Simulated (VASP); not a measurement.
# NaH (Fm-3m) in VASP: notebook

The runs below take NaH through single point, with PBE.

Everything below comes from runs of VASP 6.6.1. Logs are shortened: lines on timing, memory, paths and dates and some standing lists are left out, and cuts for length are marked.

### 1 The cell of the first run

Symmetry: Fm-3m, No. 225, cubic system. The conventional cell has a = 4.714 Å, b = 4.714 Å, c = 4.714 Å, α = 90.00°, β = 90.00°, γ = 90.00°. Within 3.1 Å of Na (site symmetry m-3m) lie 6 H at 2.36 Å. H (site symmetry m-3m) has 6 Na at 2.36 Å within 3.1 Å.

### 2 Single point, PBE (volume changed by -5%)

INCAR

```
SYSTEM = NaH
PREC = Accurate
ENCUT = 500
EDIFF = 1E-6
ISMEAR = 0
SIGMA = 0.01
LREAL = .FALSE.
LASPH = .TRUE.
NELM = 120
ALGO = Normal
ISIF = 2
LWAVE = .FALSE.
LCHARG = .FALSE.
GGA = PE
NBANDS = 11
GGA_COMPAT = .FALSE.
```

KPOINTS

```
regular mesh
0
G
  6 6 6
  0 0 0
```

POSCAR

```
NaH
1.0
    0.0000000000      2.3568689879      2.3568689879
    2.3568689879      0.0000000000      2.3568689879
    2.3568689879      2.3568689879      0.0000000000
Na H
1 1
Direct
    0.0000000000      0.0000000000      0.0000000000
    0.5000000000      0.5000000000      0.5000000000
```

Potentials or basis: VASP PAW PBE potentials, release 64 (Na_pv, H).

On the command line:

```console
$ cat potpaw_PBE.64/Na_pv/POTCAR potpaw_PBE.64/H/POTCAR > POTCAR
$ mpirun -np 1 vasp_std > vasp.out
```

OUTCAR:

```text
SYSTEM = NaH
   PREC = Accurate
   ENCUT = 500
   EDIFF = 1E-6
   ISMEAR = 0
   LREAL = .FALSE.
   LASPH = .TRUE.
   NELM = 120
   ISIF = 2
   GGA = PE

 ion  position               nearest neighbor table
   1  0.000  0.000  0.000-
   2  0.500  0.500  0.500-

  LATTYP: Found a face centered cubic cell.
 ALAT       =     4.7137379758

  Lattice vectors:

 A1 = (   0.0000000000,   2.3568689879,   2.3568689879)
 A2 = (   2.3568689879,   0.0000000000,   2.3568689879)
 A3 = (   2.3568689879,   2.3568689879,   0.0000000000)

Analysis of symmetry for initial positions (statically):
=====================================================================
 Subroutine PRICEL returns:
 Original cell was already a primitive cell.

 Routine SETGRP: Setting up the symmetry group for a
 face centered cubic supercell.

 Subroutine GETGRP returns: Found 48 space group operations
 (whereof 48 operations were pure point group operations)
 out of a pool of 48 trial point group operations.

The static configuration has the point symmetry O_h .

Analysis of symmetry for dynamics (positions and initial velocities):
=====================================================================
 Subroutine PRICEL returns:
 Original cell was already a primitive cell.

 Routine SETGRP: Setting up the symmetry group for a
 face centered cubic supercell.

 Subroutine GETGRP returns: Found 48 space group operations
 (whereof 48 operations were pure point group operations)
 out of a pool of 48 trial point group operations.

The dynamic configuration has the point symmetry O_h .

 Subroutine INISYM returns: Found 48 space group operations
 (whereof 48 operations are pure point group operations),
 and found     1 'primitive' translations

----------------------------------------------------------------------------------------

                                     Primitive cell

  volume of cell :      26.1840

  direct lattice vectors                    reciprocal lattice vectors
     0.000000000  2.356868988  2.356868988    -0.212145861  0.212145861  0.212145861
     2.356868988  0.000000000  2.356868988     0.212145861 -0.212145861  0.212145861
     2.356868988  2.356868988  0.000000000     0.212145861  0.212145861 -0.212145861

  length of vectors
     3.333116087  3.333116087  3.333116087     0.367447409  0.367447409  0.367447409

  position of ions in fractional coordinates (direct lattice)
     0.000000000  0.000000000  0.000000000
     0.500000000  0.500000000  0.500000000

  ion indices of the primitive-cell ions
   primitive index   ion index
                 1           1
                 2           2

----------------------------------------------------------------------------------------

 KPOINTS: regular mesh

Automatic generation of k-mesh.
 Grid dimensions read from file:
 generate k-points for:    6    6    6

 Generating k-lattice:

  Cartesian coordinates                     Fractional coordinates (reciprocal lattice)
    -0.035357643  0.035357643  0.035357643     0.166666667  0.000000000  0.000000000
     0.035357643 -0.035357643  0.035357643     0.000000000  0.166666667  0.000000000
     0.035357643  0.035357643 -0.035357643     0.000000000  0.000000000  0.166666667

  Length of vectors
     0.061241235  0.061241235  0.061241235

  Shift w.r.t. Gamma in fractional coordinates (k-lattice)
     0.000000000  0.000000000  0.000000000

 Subroutine IBZKPT returns following result:
 ===========================================

 Found     16 irreducible k-points:

 Following reciprocal coordinates:
            Coordinates               Weight
  0.000000  0.000000  0.000000      1.000000
  0.166667  0.000000  0.000000      8.000000
  0.333333  0.000000  0.000000      8.000000
  0.500000  0.000000  0.000000      4.000000
  0.166667  0.166667  0.000000      6.000000
  0.333333  0.166667  0.000000     24.000000
[... 8 lines left out ...]
 -0.333333  0.333333  0.166667     24.000000
 -0.333333  0.500000  0.166667     12.000000
   k-points           NKPTS =     16   k-points in BZ     NKDIM =     16   number of bands    NBANDS=     11
   number of dos      NEDOS =    301   number of ions     NIONS =      2
   total plane-waves  NPLWV =  13824
   dimension x,y,z NGX =    24 NGY =   24 NGZ =   24
   dimension x,y,z NGXF=    48 NGYF=   48 NGZF=   48
   ions per type =               1   1
   NGX,Y,Z   is equivalent  to a cutoff of  11.97, 11.97, 11.97 a.u.
   NGXF,Y,Z  is equivalent  to a cutoff of  23.94, 23.94, 23.94 a.u.
 SYSTEM =  NaH
   PREC   = accura    normal or accurate (medium, high low for compatibility)
   ISTART =      0    job   : 0-new  1-cont  2-samecut
   ICHARG =      2    charge: 1-file 2-atom 10-const
   ISPIN  =      1    spin polarized calculation?
   LNONCOLLINEAR =      F non collinear calculations
   LSORBIT =      F    spin-orbit coupling
   LASPH  =      T    aspherical Exc in radial PAW
   ENCUT  =  500.0 eV  36.75 Ry    6.06 a.u.   6.08  6.08  6.08*2*pi/ulx,y,z
   NELM   =    120;   NELMIN=  2; NELMDL= -5     # of ELM steps
   EDIFF  = 0.1E-05   stopping-criterion for ELM
   LREAL  =      F    real-space projection
   EDIFFG = 0.1E-04   stopping-criterion for IOM
   NSW    =      0    number of steps for IOM
   IBRION =     -1    ionic relax: 0-MD 1-quasi-New 2-CG
   NFREE  =      0    steps in history (QN), initial steepest desc. (CG)
   ISIF   =      2    stress and relaxation
   ISYM   =      2    0-nonsym 1-usesym 2-fastsym
   POTIM  = 0.5000    time-step for ionic-motion
   TEBEG  =    0.0;   TEEND  =   0.0 temperature during run
   PSTRESS=    0.0 pullay stress
   NELECT =       8.0000    total number of electrons
   NUPDOWN=      -1.0000    fix difference up-down
   EMIN   =  10.00;   EMAX   =-10.00  energy-range for DOS
   EFERMI =   0.00;   METHOD = LEGACY
   ISMEAR =     0;   SIGMA  =   0.01  broadening in eV -4-tet -1-fermi 0-gaus
   EFERMI_NEDOS =   21; number of points for ismear=-14 and -15
   IALGO  =     38    algorithm
   IMIX   =      4    mixing-type and parameters
     AMIX     =   0.40;   BMIX     =  1.00
     AMIX_MAG =   1.60;   BMIX_MAG =  1.00
  volume/ion in A,a.u.               =      13.09        88.35
  Fermi-wavevector in a.u.,A,eV,Ry     =   1.102620  2.083651 16.541581  1.215772
  Thomas-Fermi vector in A             =   2.239066
   LORBIT       =      0    0 simple, 1 ext, 2 COOP (PROOUT), +10 PAW based schemes
   GGA     = PE    functional components
   LHFCALC =     F    Hartree Fock is set to
   AEXX    =    0.0000 exact exchange contribution
   IVDW    =     0    specifies the selected vdW correction
   LEPSILON=     F    determine dielectric tensor
   LRPA    =     F    only Hartree local field effects (RPA)
 non-spin polarized calculation
 Gauss-broadening in eV      SIGMA  =   0.01
  energy-cutoff  :      500.00
  volume of cell :       26.18
 maximum number of plane-waves:       680
   NGX = 13   NGY = 13   NGZ = 13

 number of electron       8.0000008 magnetization

 Free energy of the ion-electron system (eV)
  ---------------------------------------------------
  ext. energy  EPLUGINS =         0.00000000
  ---------------------------------------------------
  free energy    TOTEN  =        -5.07514586 eV

  energy without entropy =       -5.07514586  energy(sigma->0) =       -5.07514586

 E-fermi :  -0.8261     XC(G=0):  -8.0242

 val. band max:       -0.9163576996   @ k =  -0.3333   0.5000   0.1667
 cond. band min:       3.0208366615   @ k =   0.5000   0.0000   0.0000
 fundamental gap:      3.9371943611
 Fermi energy:        -0.8260782592

 k-point     1 :       0.0000    0.0000    0.0000
  band No.  band energies     occupation
      1     -22.8412      2.00000
      2     -22.8412      2.00000
      3     -22.8411      2.00000
      4      -4.6973      2.00000
      5      10.2280      0.00000
      6      15.3005      0.00000
      7      15.3005      0.00000
      8      15.3005      0.00000
      9      16.3486      0.00000
     10      16.3486      0.00000
     11      16.3486      0.00000

 k-point     2 :       0.1667    0.0000    0.0000
  band No.  band energies     occupation
      1     -22.8719      2.00000
      2     -22.8447      2.00000
      3     -22.8447      2.00000
      4      -4.1950      2.00000
      5       8.4974      0.00000
      6      11.9927      0.00000
      7      14.1972      0.00000
      8      14.1972      0.00000
      9      17.5186      0.00000
     10      17.5186      0.00000
     11      17.9542      0.00000

 k-point     3 :       0.3333    0.0000    0.0000
  band No.  band energies     occupation
      1     -22.9322      2.00000
      2     -22.8518      2.00000
      3     -22.8518      2.00000
      4      -2.8545      2.00000
      5       4.9638      0.00000
      6      10.7413      0.00000
      7      13.2950      0.00000
      8      13.2950      0.00000
      9      16.8093      0.00000
     10      16.8093      0.00000
     11      19.1669      0.00000

 k-point     4 :       0.5000    0.0000    0.0000
  band No.  band energies     occupation
      1     -22.9618      2.00000
      2     -22.8554      2.00000
      3     -22.8554      2.00000
      4      -1.7573      2.00000
      5       3.0208      0.00000
      6      10.4409      0.00000
      7      12.9879      0.00000
      8      12.9879      0.00000
      9      16.3291      0.00000
     10      16.3291      0.00000
     11      19.0034      0.00000

 k-point     5 :       0.1667    0.1667    0.0000
  band No.  band energies     occupation
      1     -22.8708      2.00000
      2     -22.8512      2.00000
      3     -22.8512      2.00000
      4      -4.0353      2.00000
      5       8.4635      0.00000
      6      12.3963      0.00000
      7      12.6506      0.00000
      8      12.6506      0.00000
      9      16.3969      0.00000
     10      18.6519      0.00000
     11      20.4118      0.00000
[... 99 lines left out ...]
 k-point    13 :       0.5000    0.5000    0.0000
  band No.  band energies     occupation
      1     -22.9481      2.00000
      2     -22.8815      2.00000
      3     -22.8815      2.00000
      4      -1.0603      2.00000
      5       3.9236      0.00000
      6       9.4464      0.00000
      7      10.2808      0.00000
      8      10.2808      0.00000
      9      11.6952      0.00000
     10      24.0808      0.00000
     11      25.7774      0.00000

 k-point    14 :       0.5000    0.3333    0.1667
  band No.  band energies     occupation
      1     -22.9286      2.00000
      2     -22.8864      2.00000
      3     -22.8655      2.00000
      4      -1.9062      2.00000
      5       5.1644      0.00000
      6       7.1570      0.00000
      7      10.2972      0.00000
      8      15.3469      0.00000
      9      15.4034      0.00000
     10      17.8629      0.00000
     11      21.9433      0.00000

 k-point    15 :      -0.3333    0.3333    0.1667
  band No.  band energies     occupation
      1     -22.9315      2.00000
      2     -22.9000      2.00000
      3     -22.8722      2.00000
      4      -1.1373      2.00000
      5       4.4232      0.00000
      6       6.2574      0.00000
      7       9.4410      0.00000
      8      15.3809      0.00000
      9      16.5240      0.00000
     10      19.0666      0.00000
     11      21.0788      0.00000

 k-point    16 :      -0.3333    0.5000    0.1667
  band No.  band energies     occupation
      1     -22.9315      2.00000
      2     -22.8981      2.00000
      3     -22.8837      2.00000
      4      -0.9164      2.00000
      5       4.5597      0.00000
      6       6.4996      0.00000
      7       8.3165      0.00000
      8      14.6914      0.00000
      9      15.0442      0.00000
     10      20.9119      0.00000
     11      20.9506      0.00000

------------------------ aborting loop because EDIFF is reached ----------------------------------------

  FORCE on cell =-STRESS in cart. coord.  units (eV):
  Direction    XX          YY          ZZ          XY          YZ          ZX
  --------------------------------------------------------------------------------------
  -------------------------------------------------------------------------------------
  Total        0.3134904      0.3134904      0.3134904     -0.0000000      0.0000000      0.0000000
  in kB       19.1822033     19.1822033     19.1822033     -0.0000000      0.0000000      0.0000000
  external PRESSURE =      19.1822033 kB  Pullay stress =       0.0000000 kB

 VOLUME and BASIS-vectors are now :
 -----------------------------------------------------------------------------
  energy-cutoff  :      500.00
  volume of cell :       26.18
      direct lattice vectors                 reciprocal lattice vectors
     0.000000000  2.356868988  2.356868988    -0.212145861  0.212145861  0.212145861
     2.356868988  0.000000000  2.356868988     0.212145861 -0.212145861  0.212145861
     2.356868988  2.356868988  0.000000000     0.212145861  0.212145861 -0.212145861

 POSITION                                       TOTAL-FORCE (eV/Angst)
 -----------------------------------------------------------------------------------
      0.00000      0.00000      0.00000         0.000000      0.000000      0.000000
      2.35687      2.35687      2.35687        -0.000000     -0.000000     -0.000000
 -----------------------------------------------------------------------------------
    total drift:                                0.000000     -0.000000     -0.000000

  FREE ENERGIE OF THE ION-ELECTRON SYSTEM (eV)
  ---------------------------------------------------
  free  energy   TOTEN  =        -5.0751458589 eV

  energy  without entropy=       -5.0751458589  energy(sigma->0) =       -5.07514586
```

Wall time 4.3 s (1 thread of Intel Xeon 8259CL, shared host); peak memory 0.13 GiB.

Results:

| Quantity | Value |
| --- | --- |
| Free energy | -5.0751 eV |
| Pressure | 1.9 GPa |
| Band gap on the k mesh | 3.94 eV, indirect (least direct gap 4.78 eV) |

 A k mesh can miss the band edges.

### 3 Single point, PBE (volume changed by -10%)

INCAR

```
PREC = Accurate
ENCUT = 500
EDIFF = 1E-6
ISMEAR = 0
SIGMA = 0.01
LREAL = F
LASPH = T
NELM = 120
ALGO = Normal
ISIF = 2
LWAVE = F
LCHARG = F
GGA = PE
NBANDS = 11
GGA_COMPAT = F
```

KPOINTS

```
regular mesh
0
Gamma
  6 6 6
```

POSCAR

```
NaH
1.0
    0.0000000000      2.3147730104      2.3147730104
    2.3147730104      0.0000000000      2.3147730104
    2.3147730104      2.3147730104      0.0000000000
Na H
1 1
Direct
    0.0000000000      0.0000000000      0.0000000000
    0.5000000000      0.5000000000      0.5000000000
```

Potentials or basis: VASP PAW PBE potentials, release 64 (Na_pv, H).

On the command line:

```console
$ cat potpaw_PBE.64/Na_pv/POTCAR potpaw_PBE.64/H/POTCAR > POTCAR
$ mpirun -np 1 vasp_std > vasp.out
```

Wall time 5.1 s (1 thread of Intel Xeon 8259CL, shared host); peak memory 0.13 GiB.

Results (log left out):

| Quantity | Value |
| --- | --- |
| Free energy | -5.0501 eV |
| Pressure | 3.7 GPa |
| Band gap on the k mesh | 4.04 eV, indirect (least direct gap 4.90 eV) |

Levels at points of the mesh, in eV from the valence-band top:
```tsv
k point	band 1	band 2	band 3	band 4	band 5	band 6	band 7	band 8	band 9
(0.00, 0.00, 0.00)	-21.84	-21.84	-21.84	-3.94	11.66	16.64	16.64	16.64	17.84
(0.50, 0.00, 0.00)	-21.98	-21.85	-21.85	-0.86	4.04	11.76	14.26	14.26	17.87
(0.50, 0.50, 0.00)	-21.96	-21.88	-21.88	-0.16	4.96	10.57	11.56	11.56	13.22
```

 A k mesh can miss the band edges.

(Part 1 of 3 ends here.)
